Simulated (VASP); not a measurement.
Input of a VASP 6.6.1 run:

INCAR

```
SYSTEM = Ga
  PREC = Accurate
  ENCUT = 500
  EDIFF = 1E-6
  ISMEAR = -1
  SIGMA = 0.15
  LREAL = .FALSE.
  LASPH = .TRUE.
  NELM = 120
  ALGO = Normal
  ISIF = 2
  LWAVE = .FALSE.
  LCHARG = .FALSE.
  GGA = PS
  NBANDS = 12
  GGA_COMPAT = .FALSE.
```

KPOINTS

```
regular mesh
0
G
  15 15 15
  0 0 0
```

Contents of POSCAR:

```
Ga
1.0
   -1.4040000000      1.4040000000      2.2290000000
    1.4040000000     -1.4040000000      2.2290000000
    1.4040000000      1.4040000000     -2.2290000000
Ga
1
Direct
    0.0000000000      0.0000000000      0.0000000000
```

Potentials or basis: VASP PAW PBE potentials, release 64 (Ga_d).

Launch:

```sh
$ cat potpaw_PBE.64/Ga_d/POTCAR > POTCAR
$ mpirun -np 1 vasp_std > vasp.out
```

(1) Predict the pressure.

(2) Predict the band gap on the k mesh.

Answers

(1) 0.7 GPa.

(2) zero (an odd number of electrons rules out a gap without spin polarisation).

Caveat: the PAW data sets were made with another functional, which shifts forces and pressure a little.
